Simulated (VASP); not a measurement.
Input of a VASP 6.6.1 run:

The input INCAR:

```
SYSTEM = InSb3
PREC = Accurate ; ENCUT = 600
EDIFF = 1E-7 ; ISMEAR = -1
SIGMA = 0.05 ; LREAL = .FALSE.
LASPH = .TRUE. ; NELM = 80
ALGO = Normal ; ISIF = 3
LWAVE = .FALSE. ; LCHARG = .FALSE.
GGA = PS ; IBRION = 2
NSW = 80 ; EDIFFG = -0.02
PSTRESS = 200.0
```

File KPOINTS:

```
regular mesh
0
G
  6 6 6
  0 0 0
```

Contents of POSCAR:

```
InSb3
1.0
    4.8063670000      0.0000000000      0.0000000000
    0.0000000000      4.8063670000      0.0000000000
    0.0000000000      0.0000000000      4.8063670000
Sb In
3 1
Direct
    0.5000000000      0.5000000000      0.0000000000
    0.0000000000      0.5000000000      0.5000000000
    0.5000000000      0.0000000000      0.5000000000
    0.0000000000      0.0000000000      0.0000000000
```

Potentials or basis: VASP PAW PBE potentials, release 64 (Sb, In_d).

Launch:

```console
$ cat potpaw_PBE.64/Sb/POTCAR potpaw_PBE.64/In_d/POTCAR > POTCAR
$ mpirun -np 1 vasp_std > vasp.out
```

**Question.** Estimate the band gap on the k mesh.

**Answer.** Zero (band 14 reaches 16.11 eV, above the bottom of band 15 at 9.77 eV).

**Question.** What does it give for the relaxed cell?

**Answer.** a = 4.410 Å, b = 4.410 Å, c = 4.410 Å, α = 90.00°, β = 90.00°, γ = 90.00°.

**Question.** What does it give for the space group after relaxing (to 0.05 Å)?

**Answer.** Pm-3m (No. 221).

Final structure:
```
Sb In
1.0
     4.41020    0.00000    0.00000
     0.00000    4.41020    0.00000
     0.00000    0.00000    4.41020
Sb In
3 1
Cartesian
  2.2051 2.2051 0.0000
  0.0000 2.2051 2.2051
  2.2051 0.0000 2.2051
  0.0000 0.0000 0.0000
```

Caveat: the cell is relaxed towards a set pressure, so the enthalpy falls and the energy may rise; spin-orbit coupling is left out, which moves the levels of the heavy elements.
